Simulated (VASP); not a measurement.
Set up this calculation in VASP 6.6.1, as the native input.

- Task: single point
- Functional: LDA
- Potentials or basis: VASP PAW LDA potentials, release 64 (K_sv, F)
- Cutoff: 520 eV
- k mesh: 8 × 8 × 8
- Occupations: gaussian, width 0.05 eV
- Spin: no spin polarisation
- Dipole correction: no
- Further INCAR settings: ALGO = Normal; EDIFF = 1e-07; NBANDS = 15

The structure of KF lies in POSCAR:

```
KF
1.0
    3.3078393250      0.0000000000      0.0000000000
    0.0000000000      3.3078393250      0.0000000000
    0.0000000000      0.0000000000      3.1611863500
K F
1 1
Direct
    0.0000000000      0.0000000000      0.0000000000
    0.5000000000      0.5000000000      0.5000000000
```

This cell differs from its parent crystal: strain +0.015 along x and y, -0.030 along z.

The input as run:

INCAR

```
SYSTEM = KF
PREC = Accurate
ENCUT = 520
EDIFF = 1E-7
ISMEAR = 0
SIGMA = 0.05
LREAL = .FALSE.
LASPH = .TRUE.
NELM = 80
ALGO = Normal
ISIF = 2
LWAVE = .FALSE.
LCHARG = .FALSE.
GGA = CA
NBANDS = 15
```

KPOINTS

```
Automatic mesh
0
G
  8 8 8
  0 0 0
```

Potentials or basis: VASP PAW LDA potentials, release 64 (K_sv, F).

Launch:

```bash
$ cat potpaw_LDA.64/K_sv/POTCAR potpaw_LDA.64/F/POTCAR > POTCAR
$ mpirun -np 1 vasp_std > vasp.out
```

It gave:

```
Pressure               : -5.7 GPa
Band gap on the k mesh : 5.80 eV, indirect (least direct gap 5.84 eV)
```

Caveat: the cell differs from its parent crystal (strain +0.015 along x and y, -0.030 along z).

Wall time 39 s on 1 thread of Intel(R) Xeon(R) Platinum 8259CL CPU @ 2.50GHz (Skylake/Cascade Lake), with other jobs on the host, peak memory 0.16 GiB.
